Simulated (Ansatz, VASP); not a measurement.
**One calculation of InB2As3, two programs**

```
In B As
1.0
     1.71830   -7.14214    0.00000
     1.71830    7.14214    0.00000
     0.00000    0.00000    5.03069
In B As
1 2 3
Direct
  0.00000 0.00000 0.00000
  0.09654 0.90346 0.50000
  0.90346 0.09654 0.50000
  0.50000 0.50000 0.50000
  0.30907 0.69093 0.00000
  0.69093 0.30907 0.00000
```

Change from the starting cell: species swapped into the TlAg3Te2 type (Cmmm, No. 65).

Alike in both runs: functional PBE; k mesh 6 × 6 × 4; occupations gaussian, width 0.1 eV; no spin polarisation.

Ansatz relaxed the structure, and its values are those at the end. VASP's run is a single point on that final structure, the one shown.

```csv
,VASP,Ansatz
version,VASP 6.6.1,Ansatz 0.2.0
potentials or method,"VASP PAW PBE potentials, release 64 (In_d, B, As), cutoff 520 eV","scalar-relativistic, plane waves, PAW"
valence electrons in the cell,34,64
```

|  | VASP | Ansatz | Ansatz less VASP |
| --- | --- | --- | --- |
| gap on the k mesh at the Fermi level (eV) | none | none | - |
| pressure (GPa) | 0.2 | 0.0 | -0.16 |
| rms of the force components (eV/Å) | 0.026 | 0.003 | -0.0225 |

A gap of «none» marks a metal or a gap that the smearing closes. With one functional, cell and mesh, what is left measures potentials, basis and numerics. VASP's potentials hold 34 valence electrons a cell and Ansatz's 64, so a difference there can come from the potentials and not from the codes.
